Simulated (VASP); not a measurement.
Write the native input for VASP 6.6.1 that does the following.

```yaml
Task: single point
Functional: PBE
Potentials_or_basis: VASP PAW PBE potentials, release 64 (Hf_pv, Si, O)
Cutoff: 520 eV
k_mesh: 2 × 2 × 1
Occupations: gaussian, width 0.05 eV
Spin: collinear spin, zero start
Dipole_correction: no
Further_INCAR_settings: LREAL = Auto; ALGO = Normal; EDIFF = 1e-06; NBANDS = 189
```

The structure of Hf8Si8O33 (a cell with a defect) lies in POSCAR:

```
Hf8Si8O33
1.0
    6.5725000000      0.0000000000      0.0000000000
    0.0000000000      6.5725000000      0.0000000000
    0.0000000000      0.0000000000     11.9264000000
Hf Si O
8 8 33
Direct
   -0.0042859698      0.5038803023      0.1256216798
    0.4977873409      0.0038698149      0.3743586804
    0.0049741545      0.5038743007      0.6244345894
    0.4980477053      0.0121318967      0.8760645174
   -0.0025459057      0.0039254737      0.0003134381
    0.0029318758      0.0017244571      0.5003716282
    0.4952630226      0.5036028573      0.2493692767
    0.4926197354      0.5157633131      0.7559337814
    0.4989945442      0.0037718073      0.1247850447
    0.0013430750      0.4996017224      0.3744961934
    0.4981566411      0.0140582964      0.6265635987
   -0.0069896483      0.5021614309      0.8755627426
   -0.0028503851      0.0014679612      0.2503498104
    0.4969635621      0.5083820479      0.0018304456
    0.0027337504      0.0057070380      0.7504319050
    0.4923953525      0.4997878186      0.4962344156
   -0.0114610835      0.8187209762      0.1585852695
    0.4679921332      0.3182172349      0.4032754643
    0.0127794457      0.8196555932      0.6609951655
    0.4954305550      0.3238418638      0.9117436482
    0.6828787114      0.0089076019      0.0335937343
    0.1799994404      0.5167505692      0.2808246607
    0.6861188408      0.0125009674      0.5368360595
    0.1803557723      0.5061028400      0.7863986356
    0.0013126704      0.1889954072      0.1614150080
    0.0089179640      0.1892954601      0.6592007257
    0.5000229762      0.6866223046      0.4078583919
    0.4994769433      0.6940021717      0.9114942525
    0.3117835567      0.0019165669      0.0360744968
    0.3174360619      0.0020667047      0.5335808306
    0.8104186692      0.4945169713      0.2877634093
    0.8107276584      0.4940159552      0.7837611255
    0.4975691145      0.1891331327      0.2142706507
   -0.0035612887      0.6828626312      0.4670618378
    0.4960957382      0.2000743268      0.7168161418
   -0.0081387423      0.6895043677      0.9643422068
    0.1843211803     -0.0113662663      0.3389657974
    0.6819313921      0.5045253731      0.0916446390
    0.1828033953      0.0096051184      0.8438619498
    0.7078893044      0.4057051121      0.5571539378
    0.0300023027      0.3107803473      0.4604597127
    0.5041854733      0.8187758696      0.2149019105
   -0.0039110675      0.3189400520      0.9670162071
    0.4856130757      0.8332689345      0.7205557447
    0.3100404284      0.5085023917      0.0900156752
    0.8135872228      0.0060937175      0.3420858219
    0.3180449677      0.5008583859      0.5931906954
    0.8128153922      0.0052664178      0.8381244089
    0.6701795931      0.6160612721      0.6072589775
```

The input as run:

INCAR

```
SYSTEM = Hf8Si8O33
PREC     = Accurate       ! precision mode
ENCUT    = 520            ! plane-wave cutoff, eV
EDIFF    = 1E-6           ! SCF threshold, eV
ISMEAR   = 0              ! smearing method
SIGMA    = 0.05           ! smearing width, eV
LREAL    = Auto         
LASPH    = .TRUE.         ! aspherical terms in the spheres
NELM     = 150            ! most SCF steps
ALGO     = Normal         ! electronic algorithm
ISIF     = 2              ! what is computed and relaxed
LWAVE    = .FALSE.        ! write WAVECAR
LCHARG   = .TRUE.         ! write CHGCAR
ISPIN    = 2              ! spin polarisation
MAGMOM   = 0 0 0 0 0 0 0 0 0 0 0 0 0 0 0 0 0 0 0 0 0 0 0 0 0 0 0 0 0 0 0 0 0 0 0 0 0 0 0 0 0 0 0 0 0 0 0 0 0 ! initial moments
LORBIT   = 11             ! projections on sites
LMAXMIX  = 4              ! l up to which the mixer works
GGA      = PE             ! functional
LELF     = .TRUE.         ! ELF
LVHAR    = .TRUE.       
NBANDS   = 189            ! bands
NCORE    = 4
```

KPOINTS

```
regular mesh
0
G
  2 2 1
  0 0 0
```

Potentials or basis: VASP PAW PBE potentials, release 64 (Hf_pv, Si, O).

The run is started by

```bash
$ cat potpaw_PBE.64/Hf_pv/POTCAR potpaw_PBE.64/Si/POTCAR potpaw_PBE.64/O/POTCAR > POTCAR
$ mpirun -np 4 vasp_std > vasp.out
```

It gave:

```yaml
Pressure: 7.0 GPa
Largest_force: 0.256 eV/Å
Band_gap_on_the_k_mesh: 3.75 eV
Net_moment: 0.00 μB per cell
Valence_electrons_inside_the_program's_atomic_spheres: Hf 8.28, 8.26, 8.23, 8.29, 8.27, 8.25, 8.30, 8.31; Si 1.70, 1.69, 1.68, 1.64 (each value once); O 5.18, 5.19, 5.16, 5.17, 5.03, 4.98 (each value once)
```

Caveat: the k points lie up to 0.53 Å⁻¹ apart; spin-orbit coupling is left out, which moves the levels of the heavy elements.

Run time: 5.7 min on 4 MPI ranks on Oxide Virtual Turin-like Processor, with other jobs on the host, peak memory 0.33 GiB a rank.
